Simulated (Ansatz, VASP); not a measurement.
## BAs: VASP beside Ansatz

POSCAR

```
BAs
1.0
    0.0000000000      2.3918676044      2.3918676044
    2.3918676044      0.0000000000      2.3918676044
    2.3918676044      2.3918676044      0.0000000000
B As
1 1
Direct
    0.0000000000      0.0000000000      0.0000000000
    0.2500000000      0.2500000000      0.2500000000
```

The input INCAR.step1:

```
SYSTEM = BAs
  PREC = Accurate
  ENCUT = 520
  EDIFF = 1E-5
  ISMEAR = 0
  SIGMA = 0.01
  LREAL = .FALSE.
  LASPH = .TRUE.
  NELM = 100
  ALGO = Normal
  ISIF = 2
  LWAVE = .TRUE.
  LCHARG = .FALSE.
  GGA = PE
  NBANDS = 11
```

INCAR.step2

```
SYSTEM = BAs
  PREC = Accurate
  ENCUT = 520
  EDIFF = 1E-6
  ISMEAR = 0
  SIGMA = 0.01
  LREAL = .FALSE.
  LASPH = .TRUE.
  NELM = 100
  ALGO = Normal
  ISIF = 2
  LWAVE = .FALSE.
  LCHARG = .FALSE.
  GGA = PE
  LHFCALC = .TRUE.
  AEXX = 0.75
  HFSCREEN = 0.3
  PRECFOCK = Normal
  ISTART = 1
  NBANDS = 11
```

File KPOINTS:

```
Automatic mesh
0
G
  4 4 4
  0 0 0
```

Input for Ansatz:

```yaml
crystal:
  lattice:
    - [0.0, 2.3918676044, 2.3918676044]
    - [2.3918676044, 0.0, 2.3918676044]
    - [2.3918676044, 2.3918676044, 0.0]
  atoms:
    - { symbol: B, position: [0.0, 0.0, 0.0] }
    - { symbol: As, position: [0.25, 0.25, 0.25] }
kpoints:
  mp_grid: { grid: [4, 4, 4] }
hamiltonian:
  xc: { exchange: pbe, correlation: pbe, exx: { coeff: 0.75, omega: 0.3 } }
scf:
  occupations: { method: fixed }
  n_extra_bands: 4
output:
  forces: true
  stress: true
  eigenvalues: true
```

Alike in both runs: task single point; functional PBE-based screened hybrid with a share of 0.75 of exact exchange and HFSCREEN = 0.3; k mesh 4 × 4 × 4; no spin polarisation.

|  | VASP | Ansatz |
| --- | --- | --- |
| version | VASP 6.6.1 | Ansatz 0.2.0 |
| potentials or method | VASP PAW PBE potentials, release 64 (B, As) | plane waves |
| plane-wave cutoff (eV) | 520 | 420 |
| occupations | gaussian, width 0.01 eV | fixed |
| valence electrons in the cell | 8 | 18 |

|  | VASP | Ansatz | Ansatz less VASP |
| --- | --- | --- | --- |
| gap on the k mesh at the Fermi level (eV) | 3.09 | 3.01 | -0.079 |
| pressure (GPa) | -7.0 | -5.1 | +1.90 |

VASP's potentials were made for PBE, not for PBE-based screened hybrid. VASP's potentials hold 8 valence electrons a cell and Ansatz's 18, so a difference there can come from the potentials and not from the codes. Ansatz's warnings: stress exchange threshold loose, stress scf threshold loose.

The k mesh is coarse, so the values compare programs but aren't converged.
